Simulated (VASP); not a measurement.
# HfGe (Pm-3m) in VASP: settings compared

HfGe is run at these levels: PBE0, PBEsol-based global hybrid with 25 % exact exchange, HSE06; tasks: relaxation of cell and atoms.

Everything below comes from runs of VASP 6.6.1. Logs are shortened: lines on timing, memory, paths and dates and some standing lists are left out, and cuts for length are marked.

**1. The cell of the first run**

It takes space group Pm-3m (No. 221, cubic). Conventional cell: a = 3.501 Å, b = 3.501 Å, c = 3.501 Å, α = 90.00°, β = 90.00°, γ = 90.00°. Within 4.0 Å of Hf (site symmetry m-3m) lie 8 Ge at 3.03 Å and 6 Hf at 3.50 Å. Ge (site symmetry m-3m) has 8 Hf at 3.03 Å and 6 Ge at 3.50 Å within 4.0 Å.

**2. Relaxation of cell and atoms, PBE0**

Contents of POSCAR:

```
HfGe
1.0
    3.5008378700      0.0000000000      0.0000000000
    0.0000000000      3.5008378700      0.0000000000
    0.0000000000      0.0000000000      3.5008378700
Hf Ge
1 1
Direct
    0.0000000000      0.0000000000      0.0000000000
    0.5000000000      0.5000000000      0.5000000000
```

Contents of INCAR.step1:

```
SYSTEM = HfGe
ALGO = Normal
EDIFF = 1E-5
ENCUT = 600
GGA = PE
ISMEAR = -1
LASPH = .TRUE.
LCHARG = .FALSE.
LREAL = .FALSE.
LUSENCCL = .FALSE.
LWAVE = .TRUE.
NBANDS = 19
NELM = 80
PREC = Accurate
SIGMA = 0.05
```

Contents of INCAR.step2:

```
SYSTEM = HfGe
AEXX = 0.25
ALGO = Normal
EDIFF = 1E-6
EDIFFG = -0.01
ENCUT = 600
GGA = PE
IBRION = 2
ISIF = 3
ISMEAR = -1
ISTART = 1
LASPH = .TRUE.
LCHARG = .FALSE.
LHFCALC = .TRUE.
LREAL = .FALSE.
LUSENCCL = .FALSE.
LWAVE = .FALSE.
NELM = 80
NSW = 60
PREC = Accurate
PRECFOCK = Normal
SIGMA = 0.05
```

Contents of KPOINTS:

```
k-points
0
G
  4 4 4
  0 0 0
```

Potentials or basis: VASP PAW PBE potentials, release 64 (Hf_pv, Ge_d).

Started as:

```bash
$ cat potpaw_PBE.64/Hf_pv/POTCAR potpaw_PBE.64/Ge_d/POTCAR > POTCAR
$ cp INCAR.step1 INCAR
$ mpirun -np 1 vasp_std > vasp.out
$ cp INCAR.step2 INCAR
$ mpirun -np 1 vasp_std > vasp.out
```

OUTCAR:

```text
SYSTEM = HfGe
   AEXX = 0.25
   EDIFF = 1E-6
   EDIFFG = -0.01
   ENCUT = 600
   GGA = PE
   IBRION = 2
   ISIF = 3
   ISMEAR = -1
   ISTART = 1
   LASPH = .TRUE.
   LHFCALC = .TRUE.
   LREAL = .FALSE.
   NELM = 80
   NSW = 60
   PREC = Accurate
   PRECFOCK = Normal

 ion  position               nearest neighbor table
   1  0.000  0.000  0.000-   2 3.03   2 3.03   2 3.03   2 3.03   2 3.03   2 3.03   2 3.03   2 3.03

   2  0.500  0.500  0.500-   1 3.03   1 3.03   1 3.03   1 3.03   1 3.03   1 3.03   1 3.03   1 3.03

  LATTYP: Found a simple cubic cell.
 ALAT       =     3.5008378700

  Lattice vectors:

 A1 = (   3.5008378700,   0.0000000000,   0.0000000000)
 A2 = (   0.0000000000,   3.5008378700,   0.0000000000)
 A3 = (   0.0000000000,   0.0000000000,   3.5008378700)

Analysis of symmetry for initial positions (statically):
=====================================================================
 Subroutine PRICEL returns:
 Original cell was already a primitive cell.

 Routine SETGRP: Setting up the symmetry group for a
 simple cubic supercell.

 Subroutine GETGRP returns: Found 48 space group operations
 (whereof 48 operations were pure point group operations)
 out of a pool of 48 trial point group operations.

The static configuration has the point symmetry O_h .

Analysis of symmetry for dynamics (positions and initial velocities):
=====================================================================
 Subroutine PRICEL returns:
 Original cell was already a primitive cell.

 Routine SETGRP: Setting up the symmetry group for a
 simple cubic supercell.

 Subroutine GETGRP returns: Found 48 space group operations
 (whereof 48 operations were pure point group operations)
 out of a pool of 48 trial point group operations.

The dynamic configuration has the point symmetry O_h .

 Subroutine INISYM returns: Found 48 space group operations
 (whereof 48 operations are pure point group operations),
 and found     1 'primitive' translations

----------------------------------------------------------------------------------------

                                     Primitive cell

  volume of cell :      42.9058

  direct lattice vectors                    reciprocal lattice vectors
     3.500837870  0.000000000  0.000000000     0.285645905  0.000000000  0.000000000
     0.000000000  3.500837870  0.000000000     0.000000000  0.285645905  0.000000000
     0.000000000  0.000000000  3.500837870     0.000000000  0.000000000  0.285645905

  length of vectors
     3.500837870  3.500837870  3.500837870     0.285645905  0.285645905  0.285645905

  position of ions in fractional coordinates (direct lattice)
     0.000000000  0.000000000  0.000000000
     0.500000000  0.500000000  0.500000000

  ion indices of the primitive-cell ions
   primitive index   ion index
                 1           1
                 2           2

----------------------------------------------------------------------------------------

 KPOINTS: k-points

Automatic generation of k-mesh.
 Grid dimensions read from file:
 generate k-points for:    4    4    4

 Generating k-lattice:

  Cartesian coordinates                     Fractional coordinates (reciprocal lattice)
     0.071411476  0.000000000  0.000000000     0.250000000  0.000000000  0.000000000
     0.000000000  0.071411476  0.000000000     0.000000000  0.250000000  0.000000000
     0.000000000  0.000000000  0.071411476     0.000000000  0.000000000  0.250000000

  Length of vectors
     0.071411476  0.071411476  0.071411476

  Shift w.r.t. Gamma in fractional coordinates (k-lattice)
     0.000000000  0.000000000  0.000000000

 Subroutine IBZKPT returns following result:
 ===========================================

 Found     10 irreducible k-points:

 Following reciprocal coordinates:
            Coordinates               Weight
  0.000000  0.000000  0.000000      1.000000
  0.250000  0.000000  0.000000      6.000000
  0.500000  0.000000  0.000000      3.000000
  0.250000  0.250000  0.000000     12.000000
  0.500000  0.250000  0.000000     12.000000
  0.500000  0.500000  0.000000      3.000000
  0.250000  0.250000  0.250000      8.000000
  0.500000  0.250000  0.250000     12.000000
  0.500000  0.500000  0.250000      6.000000
  0.500000  0.500000  0.500000      1.000000
   k-points           NKPTS =     10   k-points in BZ     NKDIM =     64   number of bands    NBANDS=     16
   number of dos      NEDOS =    301   number of ions     NIONS =      2
   total plane-waves  NPLWV =  21952
   dimension x,y,z NGX =    28 NGY =   28 NGZ =   28
   dimension x,y,z NGXF=    56 NGYF=   56 NGZF=   56
   ions per type =               1   1
   NGX,Y,Z   is equivalent  to a cutoff of  13.30, 13.30, 13.30 a.u.
   NGXF,Y,Z  is equivalent  to a cutoff of  26.59, 26.59, 26.59 a.u.
 SYSTEM =  HfGe
   PREC   = accura    normal or accurate (medium, high low for compatibility)
   ISTART =      1    job   : 0-new  1-cont  2-samecut
[... 22 lines left out ...]
   ISMEAR =    -1;   SIGMA  =   0.05  broadening in eV -4-tet -1-fermi 0-gaus
   EFERMI_NEDOS =   21; number of points for ismear=-14 and -15
   IALGO  =     38    algorithm
   IMIX   =      1    mixing-type and parameters
     AMIX     =   0.40;   BMIX     =  1.00
     AMIX_MAG =   1.60;   BMIX_MAG =  1.00
  volume/ion in A,a.u.               =      21.45       144.77
  Fermi-wavevector in a.u.,A,eV,Ry     =   1.348880  2.549013 24.755483  1.819477
  Thomas-Fermi vector in A             =   2.476512
   LORBIT       =      0    0 simple, 1 ext, 2 COOP (PROOUT), +10 PAW based schemes
   GGA     = PE    functional components
   LHFCALC =     T    Hartree Fock is set to
   PRECFOCK=normal    Normal, Fast or Accurate (Low or Medium for compatibility)
   ENCUT4O =  -1.0   cutoff for four orbital integrals eV
   NKREDX  =     1    reduce k-point grid by
   NKREDY  =     1    reduce k-point grid by
   NKREDZ  =     1    reduce k-point grid by
   AEXX    =    0.2500 exact exchange contribution
   HFSCREEN=    0.0000 screening length (either q_TF or 0.3 A-1)
   HFSCREENC=   0.0000 screening length for correlation (either q_TF or 0.3 A-1)
   ENCUTFOCK=  -1.0 apply spherical cutoff to Coloumb kernel
   IVDW    =     0    specifies the selected vdW correction
   LEPSILON=     F    determine dielectric tensor
   LRPA    =     F    only Hartree local field effects (RPA)
 conjugate gradient relaxation of ions
 non-spin polarized calculation
  energy-cutoff  :      600.00
  volume of cell :       42.91
 maximum number of plane-waves:      1472
 NGX is ok and might be reduce to    28
  NGX = 24; NGY = 24; NGZ = 24

--------------------------------------- Ionic step        1  -------------------------------------------

 number of electron      23.9999984 magnetization

 Free energy of the ion-electron system (eV)
  ---------------------------------------------------
  ext. energy  EPLUGINS =         0.00000000
  ---------------------------------------------------
  free energy    TOTEN  =       -18.36030674 eV

  energy without entropy =      -18.35184614  energy(sigma->0) =      -18.35607644

------------------------ aborting loop because EDIFF is reached ----------------------------------------

  FORCE on cell =-STRESS in cart. coord.  units (eV):
  Direction    XX          YY          ZZ          XY          YZ          ZX
  --------------------------------------------------------------------------------------
  -------------------------------------------------------------------------------------
  Total       -3.4690158     -3.4690158     -3.4690158      0.0000000      0.0000000      0.0000000
  in kB     -129.5390956   -129.5390956   -129.5390956      0.0000000      0.0000000      0.0000000
  external PRESSURE =    -129.5390956 kB  Pullay stress =       0.0000000 kB

 VOLUME and BASIS-vectors are now :
 -----------------------------------------------------------------------------
  energy-cutoff  :      600.00
  volume of cell :       42.91
      direct lattice vectors                 reciprocal lattice vectors
     3.500837870  0.000000000  0.000000000     0.285645905  0.000000000  0.000000000
     0.000000000  3.500837870  0.000000000     0.000000000  0.285645905  0.000000000
     0.000000000  0.000000000  3.500837870     0.000000000  0.000000000  0.285645905
[... 37 lines left out ...]
 POSITION                                       TOTAL-FORCE (eV/Angst)
 -----------------------------------------------------------------------------------
      0.00000      0.00000      0.00000        -0.000000      0.000000      0.000000
      1.60395      1.60395      1.60395         0.000000      0.000000      0.000000
 -----------------------------------------------------------------------------------
    total drift:                                0.000002      0.000002      0.000000

  FREE ENERGIE OF THE ION-ELECTRON SYSTEM (eV)
  ---------------------------------------------------
  free  energy   TOTEN  =       -18.3575570872 eV

  energy  without entropy=      -18.3490931058  energy(sigma->0) =      -18.35332510

--------------------------------------- Ionic step        3  -------------------------------------------

 number of electron      23.9999991 magnetization

 Free energy of the ion-electron system (eV)
  ---------------------------------------------------
  ext. energy  EPLUGINS =         0.00000000
  ---------------------------------------------------
  free energy    TOTEN  =       -18.60815875 eV

  energy without entropy =      -18.59879943  energy(sigma->0) =      -18.60347909

 E-fermi :   6.3644     XC(G=0):  -9.2436

 val. band max:        6.2793598823   @ k =   0.2500   0.2500   0.0000
 cond. band min:       7.3397981226   @ k =   0.5000   0.2500   0.0000
 fundamental gap:      1.0604382403
 Fermi energy:         6.3643816012

 k-point     1 :       0.0000    0.0000    0.0000
  band No.  band energies     occupation
      1     -27.0287      2.00000
      2     -27.0287      2.00000
      3     -27.0287      2.00000
      4     -21.3988      2.00000
      5     -21.3988      2.00000
      6     -21.3728      2.00000
[... 8 lines left out ...]
     15      11.1637      0.00000
     16      11.1637      0.00000
[... 191 lines left out ...]
 POSITION                                       TOTAL-FORCE (eV/Angst)
 -----------------------------------------------------------------------------------
      0.00000      0.00000      0.00000        -0.000000      0.000000      0.000000
      1.67373      1.67373      1.67373         0.000000      0.000000      0.000000
 -----------------------------------------------------------------------------------
    total drift:                                0.000000      0.000001      0.000000

  FREE ENERGIE OF THE ION-ELECTRON SYSTEM (eV)
  ---------------------------------------------------
  free  energy   TOTEN  =       -18.6081587537 eV

  energy  without entropy=      -18.5987994286  energy(sigma->0) =      -18.60347909

 reached required accuracy - stopping structural energy minimisation
```

Run time: 58 min. Hardware: 1 × NVIDIA H100 80GB with 1 thread of Intel Xeon Platinum 8481C at 2.70GHz (Sapphire Rapids), shared host; peak memory 1.2 GiB.

Results:

```yaml
Free_energy: -18.6082 eV
Relaxed_volume: 18.76 Å³/atom
Relaxed_cell: a = 3.347 Å, b = 3.347 Å, c = 3.347 Å, α = 90.00°, β = 90.00°, γ = 90.00°
Space_group_after_relaxing_to_0.1_Å: Pm-3m (No. 221)
Energy_gained_by_relaxing: 123.9 meV/atom
Ionic_steps: 3
Pressure_after_relaxing: -0.1 GPa
Band_gap_on_the_k_mesh: zero (bands 12 and 13 overlap by 3.19 eV)
```

The path:
| step | energy change (eV) | largest force (eV/Å) | pressure (GPa) | volume (Å³) |
| --- | --- | --- | --- | --- |
| 1 | 0.0000 | 0.0000 | -12.95 | 42.91 |
| 2 | 0.0027 | 0.0000 | 20.72 | 33.01 |
| 3 | -0.2479 | 0.0000 | -0.06 | 37.51 |

Final structure:
```cif
data_structure
_symmetry_space_group_name_H-M 'P 1'
_symmetry_Int_Tables_number 1
_cell_length_a 3.3475
_cell_length_b 3.3475
_cell_length_c 3.3475
_cell_angle_alpha 90.000
_cell_angle_beta 90.000
_cell_angle_gamma 90.000
_cell_volume 37.51
loop_
_atom_site_label
_atom_site_type_symbol
_atom_site_fract_x
_atom_site_fract_y
_atom_site_fract_z
_atom_site_occupancy
Hf1 Hf 0.00000 0.00000 0.00000 1
Ge1 Ge 0.50000 0.50000 0.50000 1
```

Caveat: the k points lie up to 0.47 Å⁻¹ apart in the final cell, too coarse for converged energies and pressures of a metal; the PAW data sets were made with another functional, which shifts forces and pressure a little; spin-orbit coupling is left out, which moves the levels of the heavy elements.

**3. Relaxation of cell and atoms, PBEsol-based global hybrid with 25 % exact exchange**

POSCAR is that of step 2.

Contents of INCAR.step1:

```
PREC = Accurate ; ENCUT = 600
EDIFF = 1E-5 ; ISMEAR = -1
SIGMA = 0.05 ; LREAL = False
LASPH = True ; NELM = 100
ALGO = Normal ; LWAVE = True
LCHARG = False ; GGA = PE
NBANDS = 19
```

Contents of INCAR.step2:

```
PREC = Accurate ; ENCUT = 600
EDIFF = 1E-6 ; ISMEAR = -1
SIGMA = 0.05 ; LREAL = False
LASPH = True ; NELM = 100
ALGO = Normal ; ISIF = 3
LWAVE = False ; LCHARG = False
GGA = PS ; LHFCALC = True
AEXX = 0.25 ; PRECFOCK = Normal
IBRION = 2 ; NSW = 60
EDIFFG = -0.01 ; ISTART = 1
```

Contents of KPOINTS:

```
regular mesh
0
Gamma
  4 4 4
```

Potentials or basis: VASP PAW PBE potentials, release 64 (Hf_pv, Ge_d).

Started as:

```bash
$ cat potpaw_PBE.64/Hf_pv/POTCAR potpaw_PBE.64/Ge_d/POTCAR > POTCAR
$ cp INCAR.step1 INCAR
$ mpirun -np 1 vasp_std > vasp.out
$ cp INCAR.step2 INCAR
$ mpirun -np 1 vasp_std > vasp.out
```

Run time: 89 min. Hardware: 1 thread of Intel Xeon Platinum 8259CL at 2.50GHz (Skylake/Cascade Lake), shared host; peak memory 0.21 GiB.

The run converged. Its results:

| Item | Value |
| --- | --- |
| Free energy | -19.3489 eV |
| Relaxed volume | 18.19 Å³/atom |
| Relaxed cell | a = 3.314 Å, b = 3.314 Å, c = 3.314 Å, α = 90.00°, β = 90.00°, γ = 90.00° |
| Space group after relaxing (to 0.1 Å) | Pm-3m (No. 221) |
| Energy gained by relaxing | 179.5 meV/atom |
| Ionic steps | 4 |
| Pressure after relaxing | 0.0 GPa |
| Band gap on the k mesh | zero (bands 12 and 13 overlap by 3.30 eV) |

Step by step:
```tsv
step	energy change (eV)	largest force (eV/Å)	pressure (GPa)	volume (Å³)
1	0.0000	0.0000	-15.44	42.91
2	0.0319	0.0000	28.43	31.30
3	-0.3586	0.0000	-0.84	36.57
4	-0.3591	0.0000	0.00	36.38
```

Final structure:
```
Hf Ge
1.0
     3.31365    0.00000    0.00000
     0.00000    3.31365    0.00000
     0.00000    0.00000    3.31365
Hf Ge
1 1
Direct
  0.00000 0.00000 0.00000
  0.50000 0.50000 0.50000
```

Levels at points of the mesh, in eV from the Fermi level:
| k point | band 9 | band 10 | band 11 | band 12 | band 13 | band 14 | band 15 | band 16 |
| --- | --- | --- | --- | --- | --- | --- | --- | --- |
| (0.00, 0.00, 0.00) | -13.54 | -2.24 | -2.24 | 2.69 | 2.69 | 2.69 | 4.90 | 4.90 |
| (0.50, 0.00, 0.00) | -10.38 | -7.84 | -1.17 | -0.61 | -0.61 | 5.30 | 6.42 | 7.46 |
| (0.50, 0.50, 0.00) | -9.92 | -3.95 | -3.95 | -2.51 | 2.65 | 2.65 | 5.08 | 5.53 |
| (0.50, 0.50, 0.50) | -6.75 | -5.46 | -5.46 | -5.46 | 4.58 | 4.58 | 4.58 | 7.00 |

Caveat: the k points lie up to 0.47 Å⁻¹ apart in the final cell, too coarse for converged energies and pressures of a metal; the volume moved by over 15 % at a fixed basis, so the end points are rough; the PAW data sets were made with another functional, which shifts forces and pressure a little; spin-orbit coupling is left out, which moves the levels of the heavy elements.

**4. Relaxation of cell and atoms, HSE06**

POSCAR is that of step 3.

Contents of INCAR.step1:

```
SYSTEM = HfGe
ALGO = Normal ; EDIFF = 1E-5
ENCUT = 600 ; GGA = PE
ISMEAR = -1 ; LASPH = .True.
LCHARG = .False. ; LREAL = .False.
LWAVE = .True. ; NBANDS = 19
NELM = 80 ; PREC = Accurate
SIGMA = 0.05
```

Contents of INCAR.step2:

```
SYSTEM = HfGe
ALGO = Normal ; EDIFF = 1E-6
EDIFFG = -0.01 ; ENCUT = 600
GGA = PE ; HFSCREEN = 0.2079
IBRION = 2 ; ISIF = 3
ISMEAR = -1 ; ISTART = 1
LASPH = .True. ; LCHARG = .False.
LHFCALC = .True. ; LREAL = .False.
LWAVE = .False. ; NELM = 80
NSW = 60 ; PREC = Accurate
PRECFOCK = Normal ; SIGMA = 0.05
```

Contents of KPOINTS:

```
k-points
0
Gamma
  4 4 4
  0 0 0
```

Started as:

```bash
$ cat potpaw_PBE.64/Hf_pv/POTCAR potpaw_PBE.64/Ge_d/POTCAR > POTCAR
$ cp INCAR.step1 INCAR
$ mpirun -np 1 vasp_std > vasp.out
$ cp INCAR.step2 INCAR
$ mpirun -np 1 vasp_std > vasp.out
```

Run time: 61 min. Hardware: 1 thread of Intel Xeon Platinum 8488C (Sapphire Rapids), shared host; peak memory 0.3 GiB.

The run converged. Its results:

```
Free energy                           : -17.0481 eV
Relaxed volume                        : 18.78 Å³/atom
Relaxed cell                          : a = 3.349 Å, b = 3.349 Å, c = 3.349 Å, α = 90.00°, β = 90.00°, γ = 90.00°
Space group after relaxing (to 0.1 Å) : Pm-3m (No. 221)
Energy gained by relaxing             : 117.8 meV/atom
Ionic steps                           : 6
Pressure after relaxing               : 0.1 GPa
Band gap on the k mesh                : zero (bands 12 and 13 overlap by 2.50 eV)
```

Step by step:
| step | energy change (eV) | largest force (eV/Å) | pressure (GPa) | volume (Å³) |
| --- | --- | --- | --- | --- |
| 1 | 0.0000 | 0.0000 | -12.45 | 42.91 |
| 2 | -0.0194 | 0.0000 | 18.48 | 33.36 |
| 3 | -0.2357 | 0.0000 | -0.24 | 37.61 |
| 4 | -0.2357 | 0.0000 | 0.28 | 37.51 |
| 5 | -0.2356 | 0.0000 | -0.42 | 37.67 |
| 6 | -0.2357 | 0.0000 | 0.06 | 37.56 |

Final structure:
```
CELL_PARAMETERS angstrom
3.34905 0.00000 0.00000
0.00000 3.34905 0.00000
0.00000 0.00000 3.34905
ATOMIC_POSITIONS crystal
Hf 0.00000 0.00000 0.00000
Ge 0.50000 0.50000 0.50000
```

Levels at points of the mesh, in eV from the Fermi level:
```
           k point  band 9  band 10  band 11  band 12  band 13  band 14  band 15  band 16
(0.00, 0.00, 0.00)  -13.11    -2.00    -2.00     2.01     2.01     2.01     4.14     4.14
(0.50, 0.00, 0.00)  -10.09    -7.48    -0.95    -0.49    -0.49     4.52     5.56     6.81
(0.50, 0.50, 0.00)   -9.56    -3.75    -3.75    -2.30     2.00     2.00     4.36     4.69
(0.50, 0.50, 0.50)   -6.58    -5.10    -5.10    -5.10     3.80     3.80     3.80     6.11
```

Caveat: the k points lie up to 0.47 Å⁻¹ apart in the final cell, too coarse for converged energies and pressures of a metal; the PAW data sets were made with another functional, which shifts forces and pressure a little; spin-orbit coupling is left out, which moves the levels of the heavy elements.

**5. Overview**

| level | screening parameter | gap on the mesh (eV) | pressure (GPa) | relaxed volume (Å³/atom) |
| --- | --- | --- | --- | --- |
| PBE0 | - | none | -0.1 | 18.76 |
| PBEsol-based global hybrid with 25 % exact exchange | - | none | 0.0 | 18.19 |
| HSE06 | 0.2079 1/Å | none | 0.1 | 18.78 |

Alike in all rows: task relaxation of cell and atoms; potentials or basis VASP PAW PBE potentials, release 64 (Hf_pv, Ge_d); no spin polarisation; cell relaxed; k mesh 4 × 4 × 4; cutoff (eV) 600; smearing fermi-dirac 0.05 eV.

Caveats: all runs use coarse meshes; the PAW data sets were made with another functional, which shifts forces and pressure a little; spin-orbit coupling is left out, which moves the levels of the heavy elements; the volume moved by over 15 % at a fixed basis, so the end points are rough (at least some runs).

Total energies depend on the potentials used, so only differences within one code and one set of settings carry meaning.

The gap in the log of VASP goes by the Fermi energy; the results here count the filled bands.